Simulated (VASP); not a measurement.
Wanted: the native input for a VASP 6.6.1 run.

- Task: single point
- Functional: PBE
- Potentials or basis: VASP PAW PBE potentials, release 64 (B, N)
- Cutoff: 600 eV
- k mesh: 5 × 5 × 5
- Occupations: gaussian, width 0.2 eV
- Spin: no spin polarisation
- Dipole correction: no
- Further INCAR settings: ALGO = Normal; EDIFF = 1e-06; NBANDS = 20

The structure of B6N lies in POSCAR:

```
B6N
1.0
   -2.4767136840      2.4767136840      2.4767136840
    2.4767136840     -2.4767136840      2.4767136840
    2.4767136840      2.4767136840     -2.4767136840
B N
6 1
Direct
    0.5000000000      0.7500000000      0.2500000000
    0.5000000000      0.2500000000      0.7500000000
    0.2500000000      0.5000000000      0.7500000000
    0.7500000000      0.5000000000      0.2500000000
    0.7500000000      0.2500000000      0.5000000000
    0.2500000000      0.7500000000      0.5000000000
    0.0000000000      0.0000000000      0.0000000000
```

The cell was built from a structure type or drawn by symmetry, and may not be a known phase.

These files were run (other wordings do the same):

INCAR

```
PREC     = Accurate       # precision mode
ENCUT    = 600            # plane-wave cutoff, eV
EDIFF    = 1E-6           # SCF threshold, eV
ISMEAR   = 0              # smearing method
SIGMA    = 0.2            # smearing width, eV
LREAL    = F              # projectors in reciprocal space
LASPH    = T              # aspherical terms in the spheres
NELM     = 120            # most SCF steps
ALGO     = Normal         # electronic algorithm
ISIF     = 2              # what is computed and relaxed
LWAVE    = F              # write WAVECAR
LCHARG   = T              # write CHGCAR
GGA      = PE             # functional
LELF     = T              # ELF
LVHAR    = T            
NBANDS   = 20             # bands
GGA_COMPAT= F
```

KPOINTS

```
Automatic mesh
0
Gamma
  5 5 5
```

Potentials or basis: VASP PAW PBE potentials, release 64 (B, N).

The run is started by

```console
$ cat potpaw_PBE.64/B/POTCAR potpaw_PBE.64/N/POTCAR > POTCAR
$ mpirun -np 1 vasp_std > vasp.out
```

It gave:

The pressure is -0.4 GPa and the band gap on the k mesh is zero (an odd number of electrons rules out a gap without spin polarisation).

Wall time 32 s on 1 thread of Intel Xeon 8259CL (shared host), peak memory 0.2 GiB.
